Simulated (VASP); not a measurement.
A run of VASP 6.6.1:

Contents of POSCAR:

```
P
1.0
    3.1917704878      0.0000000000      0.0000000000
    0.0000000000     33.8128425304      0.0000000000
    0.0000000000      0.0000000000      4.4970441904
P
4
Direct
    0.0000000000      0.9688183005      0.5853891958
    0.0000000000      0.0311816995      0.4146108042
    0.5000000000      0.0311816995      0.0853891958
    0.5000000000      0.9688183005      0.9146108042
```

The input INCAR.step1:

```
SYSTEM = P
PREC = Accurate
ENCUT = 520
ISMEAR = 0
SIGMA = 0.02
LREAL = .False.
LASPH = .True.
NELM = 80
NBANDS = 18
GGA = PE
ALGO = Normal
EDIFF = 1E-4
LWAVE = .True.
LCHARG = .False.
```

INCAR.step2

```
SYSTEM = P
PREC = Accurate
ENCUT = 520
EDIFF = 1E-6
ISMEAR = 0
SIGMA = 0.02
LREAL = .False.
LASPH = .True.
NELM = 80
ALGO = Normal
ISIF = 2
LWAVE = .False.
LCHARG = .False.
METAGGA = R2SCAN
LMIXTAU = .True.
NBANDS = 18
ISTART = 1
```

KPOINTS

```
Automatic mesh
0
Gamma
  8 1 6
  0 0 0
```

Potentials or basis: VASP PAW PBE potentials, release 64 (P).

Command:

```console
$ cat potpaw_PBE.64/P/POTCAR > POTCAR
$ cp INCAR.step1 INCAR
$ mpirun -np 1 vasp_std > vasp.out
$ cp INCAR.step2 INCAR
$ mpirun -np 1 vasp_std > vasp.out
```

Hardware: 1 thread of AMD EPYC 7R13 Processor (Zen 3), on a shared host.

Question: How long does it take, and how much memory?

Answer: It took 25 min on 1 thread of AMD EPYC 7R13 Processor (Zen 3) (shared host), peak memory 0.55 GiB. Counts: k points 20.
